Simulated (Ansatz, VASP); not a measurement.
## One calculation of BiB, two programs

File INCAR:

```
PREC = Accurate ; ENCUT = 520
EDIFF = 1E-6 ; ISMEAR = -1
SIGMA = 0.02 ; LREAL = F
LASPH = T ; NELM = 60
ALGO = Normal ; ISIF = 2
LWAVE = F ; LCHARG = F
GGA = PE ; NBANDS = 16
```

File KPOINTS:

```
Automatic mesh
0
Gamma
  8 8 8
```

File POSCAR:

```
BiB
1.0
    0.0000000000      2.7448744634      2.7448744634
    2.7448744634      0.0000000000      2.7448744634
    2.7448744634      2.7448744634      0.0000000000
B Bi
1 1
Direct
    0.0000000000      0.0000000000      0.0000000000
    0.2500000000      0.2500000000      0.2500000000
```

Input for Ansatz:

```yaml
crystal:
  lattice:
    - [0.0, 2.7448744634, 2.7448744634]
    - [2.7448744634, 0.0, 2.7448744634]
    - [2.7448744634, 2.7448744634, 0.0]
  atoms:
    - { symbol: B, position: [0.0, 0.0, 0.0] }
    - { symbol: Bi, position: [0.25, 0.25, 0.25] }
kpoints:
  mp_grid: { grid: [8, 8, 8] }
  band_path:
    path:
      - [0.0, 0.0, 0.0]
      - [-0.5, -0.5, 0.0]
      - [-0.375, -0.375, 0.25]
      - [-0.375, 0.0, 0.375]
      - [0.0, 0.0, 0.5]
      - [-0.5, -0.25, 0.25]
    npoints: 1
hamiltonian:
  xc: pbe
scf:
  occupations: { method: fermi_dirac, width: 0.02 }
  n_extra_bands: 4
output:
  forces: true
  stress: true
  eigenvalues: true
```

Alike in both runs: task single point; functional PBE; k mesh 8 × 8 × 8; occupations fermi-dirac, width 0.02 eV; no spin polarisation.

|  | VASP | Ansatz |
| --- | --- | --- |
| version | VASP 6.6.1 | Ansatz 0.2.0 |
| potentials or method | VASP PAW PBE potentials, release 64 (B, Bi_d) | plane waves, PAW |
| plane-wave cutoff (eV) | 520 | 420 |
| valence electrons in the cell | 18 | 18 |

VASP gave:

* pressure (GPa): 1.2

Task: Estimate Ansatz's values.

Result: Pressure (GPa): 1.3.

With one functional, cell and mesh, what is left measures potentials, basis and numerics.

Spin-orbit coupling is off throughout.
